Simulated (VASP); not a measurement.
# SnO2 in VASP: further runs

The runs below take SnO2 through single point, with PBE, r2SCAN.

Everything below comes from runs of VASP 6.6.1. Logs are shortened: lines on timing, memory, paths and dates and some standing lists are left out, and cuts for length are marked.

## Step 1: The cell of the first run

The typed cell holds 6 atoms: a = 4.761 Å, b = 4.761 Å, c = 3.200 Å, α = 90.00°, β = 90.00°, γ = 90.00°.

## Step 2: Single point, PBE

INCAR reads:

```
PREC = Accurate
ENCUT = 520
EDIFF = 1E-6
ISMEAR = -1
SIGMA = 0.02
LREAL = False
LASPH = True
NELM = 80
ALGO = Normal
ISIF = 2
LWAVE = False
LCHARG = False
GGA = PE
NBANDS = 35
```

KPOINTS reads:

```
regular mesh
0
Gamma
  6 6 8
```

POSCAR reads:

```
SnO2
1.0
    4.7605168897      0.0000000000      0.0000000000
    0.0000000000      4.7607001850      0.0000000000
    0.0000000000      0.0000000000      3.2000489410
Sn O
2 4
Direct
    0.5000000000      0.5000000000      0.5000000000
    0.0000000000      0.0000000000      0.0000000000
    0.3058348047      0.3059224645      0.0000000000
    0.8058348047      0.1940775355      0.5000000000
    0.1941651953      0.8059224645      0.5000000000
    0.6941651953      0.6940775355      0.0000000000
```

Potentials or basis: VASP PAW PBE potentials, release 64 (Sn_d, O).

On the command line:

```
> cat potpaw_PBE.64/Sn_d/POTCAR potpaw_PBE.64/O/POTCAR > POTCAR
> mpirun -np 1 vasp_std > vasp.out
```

OUTCAR:

```text
PREC = Accurate
   ENCUT = 520
   EDIFF = 1E-6
   ISMEAR = -1
   LREAL = False
   LASPH = True
   NELM = 80
   ISIF = 2
   GGA = PE

 ion  position               nearest neighbor table
   1  0.500  0.500  0.500-   4 2.06   5 2.06   3 2.07   6 2.07   3 2.07   6 2.07   2 3.73   2 3.73
                             2 3.73   2 3.73   2 3.73   2 3.73   2 3.73   2 3.73
   2  0.000  0.000  0.000-   3 2.06   6 2.06   5 2.07   4 2.07   4 2.07   5 2.07   1 3.73   1 3.73
                             1 3.73   1 3.73   1 3.73   1 3.73   1 3.73   1 3.73
   3  0.306  0.306  0.000-   2 2.06   1 2.07   1 2.07
   4  0.806  0.194  0.500-   1 2.06   2 2.07   2 2.07
   5  0.194  0.806  0.500-   1 2.06   2 2.07   2 2.07
   6  0.694  0.694  0.000-   2 2.06   1 2.07   1 2.07

  LATTYP: Found a simple orthorhombic cell.
 ALAT       =     3.2000489410
 B/A-ratio  =     1.4876387760
 C/A-ratio  =     1.4876960549

  Lattice vectors:

 A1 = (   0.0000000000,   0.0000000000,   3.2000489410)
 A2 = (   4.7605168897,   0.0000000000,   0.0000000000)
 A3 = (   0.0000000000,   4.7607001850,   0.0000000000)

Analysis of symmetry for initial positions (statically):
=====================================================================
 Subroutine PRICEL returns:
 Original cell was already a primitive cell.

 Routine SETGRP: Setting up the symmetry group for a
 simple orthorhombic supercell.

 Subroutine GETGRP returns: Found  8 space group operations
 (whereof  4 operations were pure point group operations)
 out of a pool of  8 trial point group operations.

The static configuration has the point symmetry C_2h.
 The point group associated with its full space group is D_2h.

Analysis of symmetry for dynamics (positions and initial velocities):
=====================================================================
 Subroutine PRICEL returns:
 Original cell was already a primitive cell.

 Routine SETGRP: Setting up the symmetry group for a
 simple orthorhombic supercell.

 Subroutine GETGRP returns: Found  8 space group operations
 (whereof  4 operations were pure point group operations)
 out of a pool of  8 trial point group operations.

The dynamic configuration has the point symmetry C_2h.
 The point group associated with its full space group is D_2h.

 Subroutine INISYM returns: Found  8 space group operations
 (whereof  4 operations are pure point group operations),
 and found     1 'primitive' translations

----------------------------------------------------------------------------------------

                                     Primitive cell

  volume of cell :      72.5240

  direct lattice vectors                    reciprocal lattice vectors
     4.760516890  0.000000000  0.000000000     0.210061223  0.000000000  0.000000000
     0.000000000  4.760700185  0.000000000     0.000000000  0.210053135  0.000000000
     0.000000000  0.000000000  3.200048941     0.000000000  0.000000000  0.312495221

  length of vectors
     4.760516890  4.760700185  3.200048941     0.210061223  0.210053135  0.312495221

  position of ions in fractional coordinates (direct lattice)
     0.500000000  0.500000000  0.500000000
     0.000000000  0.000000000  0.000000000
     0.305834805  0.305922465  0.000000000
     0.805834805  0.194077535  0.500000000
     0.194165195  0.805922465  0.500000000
     0.694165195  0.694077535  0.000000000

  ion indices of the primitive-cell ions
   primitive index   ion index
                 1           1
                 2           2
                 3           3
                 4           4
                 5           5
                 6           6

----------------------------------------------------------------------------------------

 KPOINTS: regular mesh

Automatic generation of k-mesh.
 Grid dimensions read from file:
 generate k-points for:    6    6    8

 Generating k-lattice:

  Cartesian coordinates                     Fractional coordinates (reciprocal lattice)
     0.035010204  0.000000000  0.000000000     0.166666667  0.000000000  0.000000000
     0.000000000  0.035008856  0.000000000     0.000000000  0.166666667  0.000000000
     0.000000000  0.000000000  0.039061903     0.000000000  0.000000000  0.125000000

  Length of vectors
     0.035010204  0.035008856  0.039061903

  Shift w.r.t. Gamma in fractional coordinates (k-lattice)
     0.000000000  0.000000000  0.000000000

 Subroutine IBZKPT returns following result:
 ===========================================

 Found     80 irreducible k-points:

 Following reciprocal coordinates:
            Coordinates               Weight
  0.000000  0.000000  0.000000      1.000000
  0.166667  0.000000  0.000000      2.000000
  0.333333  0.000000  0.000000      2.000000
  0.500000  0.000000  0.000000      1.000000
  0.000000  0.166667  0.000000      2.000000
  0.166667  0.166667  0.000000      4.000000
[... 16 lines left out ...]
  0.333333  0.166667  0.125000      8.000000
  0.500000  0.166667  0.125000      4.000000
 [... further k-points ...]
   k-points           NKPTS =     80   k-points in BZ     NKDIM =     80   number of bands    NBANDS=     35
   number of dos      NEDOS =    301   number of ions     NIONS =      6
   total plane-waves  NPLWV =  31104
   dimension x,y,z NGX =    36 NGY =   36 NGZ =   24
   dimension x,y,z NGXF=    72 NGYF=   72 NGZF=   48
   ions per type =               2   4
   NGX,Y,Z   is equivalent  to a cutoff of  12.57, 12.57, 12.47 a.u.
   NGXF,Y,Z  is equivalent  to a cutoff of  25.14, 25.14, 24.94 a.u.
 SYSTEM =  unknown system
   PREC   = accura    normal or accurate (medium, high low for compatibility)
   ISTART =      0    job   : 0-new  1-cont  2-samecut
   ICHARG =      2    charge: 1-file 2-atom 10-const
   ISPIN  =      1    spin polarized calculation?
   LNONCOLLINEAR =      F non collinear calculations
   LSORBIT =      F    spin-orbit coupling
   LASPH  =      T    aspherical Exc in radial PAW
   ENCUT  =  520.0 eV  38.22 Ry    6.18 a.u.   8.85  8.85  5.95*2*pi/ulx,y,z
   NELM   =     80;   NELMIN=  2; NELMDL= -5     # of ELM steps
   EDIFF  = 0.1E-05   stopping-criterion for ELM
   LREAL  =      F    real-space projection
   EDIFFG = 0.1E-04   stopping-criterion for IOM
   NSW    =      0    number of steps for IOM
   IBRION =     -1    ionic relax: 0-MD 1-quasi-New 2-CG
   NFREE  =      0    steps in history (QN), initial steepest desc. (CG)
   ISIF   =      2    stress and relaxation
   ISYM   =      2    0-nonsym 1-usesym 2-fastsym
   POTIM  = 0.5000    time-step for ionic-motion
   TEBEG  =    0.0;   TEEND  =   0.0 temperature during run
   PSTRESS=    0.0 pullay stress
   NELECT =      52.0000    total number of electrons
   NUPDOWN=      -1.0000    fix difference up-down
   EMIN   =  10.00;   EMAX   =-10.00  energy-range for DOS
   EFERMI =   0.00;   METHOD = LEGACY
   ISMEAR =    -1;   SIGMA  =   0.02  broadening in eV -4-tet -1-fermi 0-gaus
   EFERMI_NEDOS =   21; number of points for ismear=-14 and -15
   IALGO  =     38    algorithm
   IMIX   =      4    mixing-type and parameters
     AMIX     =   0.40;   BMIX     =  1.00
     AMIX_MAG =   1.60;   BMIX_MAG =  1.00
  volume/ion in A,a.u.               =      12.09        81.57
  Fermi-wavevector in a.u.,A,eV,Ry     =   1.465262  2.768945 29.211628  2.146994
  Thomas-Fermi vector in A             =   2.581140
   LORBIT       =      0    0 simple, 1 ext, 2 COOP (PROOUT), +10 PAW based schemes
   GGA     = PE    functional components
   LHFCALC =     F    Hartree Fock is set to
   AEXX    =    0.0000 exact exchange contribution
   IVDW    =     0    specifies the selected vdW correction
   LEPSILON=     F    determine dielectric tensor
   LRPA    =     F    only Hartree local field effects (RPA)
 non-spin polarized calculation
  energy-cutoff  :      520.00
  volume of cell :       72.52
 maximum number of plane-waves:      1992
 NGX is ok and might be reduce to    36
   NGX = 17   NGY = 17   NGZ = 11

 number of electron      52.0000002 magnetization

 Free energy of the ion-electron system (eV)
  ---------------------------------------------------
  ext. energy  EPLUGINS =         0.00000000
  ---------------------------------------------------
  free energy    TOTEN  =       -37.22839564 eV

  energy without entropy =      -37.22839564  energy(sigma->0) =      -37.22839564

 E-fermi :   6.3640     XC(G=0): -11.1865

 val. band max:        5.9873413023   @ k =   0.0000   0.0000   0.0000
 cond. band min:       7.0753909773   @ k =   0.0000   0.0000   0.0000
 fundamental gap:      1.0880496750
 Fermi energy:         6.3639767127

 k-point     1 :       0.0000    0.0000    0.0000
  band No.  band energies     occupation
      1     -15.1053      2.00000
      2     -14.3408      2.00000
      3     -14.1027      2.00000
      4     -14.0756      2.00000
      5     -14.0756      2.00000
      6     -14.0091      2.00000
[... 27 lines left out ...]
     34      17.9807      0.00000
     35      18.5173      0.00000

 k-point     2 :       0.1667    0.0000    0.0000
  band No.  band energies     occupation
      1     -15.0634      2.00000
      2     -14.3891      2.00000
      3     -14.1025      2.00000
      4     -14.0738      2.00000
      5     -14.0737      2.00000
      6     -14.0440      2.00000
[... 27 lines left out ...]
     34      18.0056      0.00000
     35      18.5303      0.00000

 k-point     3 :       0.3333    0.0000    0.0000
  band No.  band energies     occupation
      1     -14.9420      2.00000
      2     -14.5462      2.00000
      3     -14.1015      2.00000
      4     -14.0850      2.00000
      5     -14.0701      2.00000
      6     -14.0699      2.00000
[... 27 lines left out ...]
     34      18.1878      0.00000
     35      18.4779      0.00000
[... 723 lines left out ...]
 k-point    23 :       0.3333    0.1667    0.1250
  band No.  band energies     occupation
      1     -14.8777      2.00000
      2     -14.5677      2.00000
      3     -14.2200      2.00000
      4     -14.2094      2.00000
      5     -14.0589      2.00000
      6     -14.0211      2.00000
[... 27 lines left out ...]
     34      18.2181      0.00000
     35      18.4004      0.00000

 k-point    24 :       0.5000    0.1667    0.1250
  band No.  band energies     occupation
      1     -14.7372      2.00000
      2     -14.7372      2.00000
      3     -14.2157      2.00000
      4     -14.2157      2.00000
      5     -14.0404      2.00000
      6     -14.0404      2.00000
[... 27 lines left out ...]
     34      18.3076      0.00000
     35      18.4196      0.00000

 [... further k-points ...]

------------------------ aborting loop because EDIFF is reached ----------------------------------------

  FORCE on cell =-STRESS in cart. coord.  units (eV):
  Direction    XX          YY          ZZ          XY          YZ          ZX
  --------------------------------------------------------------------------------------
  -------------------------------------------------------------------------------------
  Total        3.5031061      3.5034116      4.4059704      0.0000000      0.0000000      0.0000000
  in kB       77.3895476     77.3962971     97.3353509      0.0000000      0.0000000      0.0000000
  external PRESSURE =      84.0403985 kB  Pullay stress =       0.0000000 kB

 VOLUME and BASIS-vectors are now :
 -----------------------------------------------------------------------------
  energy-cutoff  :      520.00
  volume of cell :       72.52
      direct lattice vectors                 reciprocal lattice vectors
     4.760516890  0.000000000  0.000000000     0.210061223  0.000000000  0.000000000
     0.000000000  4.760700185  0.000000000     0.000000000  0.210053135  0.000000000
     0.000000000  0.000000000  3.200048941     0.000000000  0.000000000  0.312495221

 POSITION                                       TOTAL-FORCE (eV/Angst)
 -----------------------------------------------------------------------------------
      2.38026      2.38035      1.60002         0.000000      0.000000      0.000000
      0.00000      0.00000      0.00000         0.000000      0.000000      0.000000
      1.45593      1.45641      0.00000        -0.033154     -0.033230     -0.000000
      3.83619      0.92394      1.60002        -0.033154      0.033230     -0.000000
      0.92433      3.83676      1.60002         0.033154     -0.033230      0.000000
      3.30459      3.30430      0.00000         0.033154      0.033230      0.000000
 -----------------------------------------------------------------------------------
    total drift:                               -0.000000      0.000000     -0.000000

  FREE ENERGIE OF THE ION-ELECTRON SYSTEM (eV)
  ---------------------------------------------------
  free  energy   TOTEN  =       -37.2283956389 eV

  energy  without entropy=      -37.2283956389  energy(sigma->0) =      -37.22839564
```

Wall time 4.8 min (1 thread of Intel Xeon 8259CL, shared host); peak memory 0.28 GiB.

What came out:

| Item | Value |
| --- | --- |
| Free energy | -37.2284 eV |
| Pressure | 8.4 GPa |
| Largest force | 0.047 eV/Å |
| Band gap on the k mesh | 1.09 eV |

Forces in eV/Å, atoms in the order of the input:
```
Sn   0.000  0.000  0.000
Sn   0.000  0.000  0.000
O   -0.033 -0.033  0.000
O   -0.033  0.033  0.000
O    0.033 -0.033  0.000
O    0.033  0.033  0.000
```

Stress tensor (GPa, compression positive):
```
7.74 0.00 0.00
0.00 7.74 0.00
0.00 0.00 9.73
```

Levels at points of the mesh, in eV from the valence-band top:
```tsv
k point	band 22	band 23	band 24	band 25	band 26	band 27	band 28	band 29	band 30	band 31
(0.00, 0.00, 0.00)	-1.24	-1.24	-0.77	-0.77	0.00	1.09	6.07	6.26	6.26	10.38
(0.50, 0.00, 0.00)	-1.96	-1.20	-1.20	-0.62	-0.62	4.29	4.29	7.03	7.03	10.86
(0.00, 0.50, 0.00)	-1.96	-1.20	-1.20	-0.63	-0.63	4.29	4.29	7.03	7.03	10.86
(0.50, 0.50, 0.00)	-1.97	-1.32	-1.32	-0.89	-0.89	4.71	4.71	7.44	7.44	10.90
(0.00, 0.00, 0.50)	-2.63	-1.63	-1.63	-1.24	-1.24	6.03	6.03	9.65	9.65	10.60
(0.50, 0.00, 0.50)	-1.72	-1.08	-1.08	-0.72	-0.72	6.30	6.30	7.94	7.94	10.92
(0.00, 0.50, 0.50)	-1.72	-1.08	-1.08	-0.72	-0.72	6.30	6.30	7.94	7.94	10.92
(0.50, 0.50, 0.50)	-2.40	-0.95	-0.95	-0.82	-0.82	4.71	4.71	8.85	8.85	10.92
```

Caveat: the cell stands under pressure; spin-orbit coupling is left out, which moves the levels of the heavy elements.

[end of part 1 of 2]
